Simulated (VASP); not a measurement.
MgO:

```
Mg O
1.0
     2.99564    0.00000    0.00000
    -1.49782    2.59430    0.00000
     0.00000    0.00000    2.73224
Mg O
1 1
Cartesian
  0.0000 0.0000 0.0000
  0.0000 1.7295 1.3661
```

This cell differs from its parent crystal: volume scaled by 1.06.

Program: VASP 6.6.1. Alike in all runs: task single point; no spin polarisation; cell as given; k mesh 10 × 10 × 10; cutoff (eV) 520; smearing fermi-dirac 0.05 eV.

Task: Order these runs on this cell by their pressure, lowest first.
A. level PBEsol; potentials or basis VASP PAW PBE potentials, release 64 (Mg, O)
B. level LDA; potentials or basis VASP PAW LDA potentials, release 64 (Mg, O)
C. level PBE; potentials or basis VASP PAW PBE potentials, release 64 (Mg, O)

Result: B (-17.0 GPa), A (-11.1 GPa), C (-7.8 GPa).

Caveats: the PAW data sets were made with another functional, which shifts forces and pressure a little (some runs).
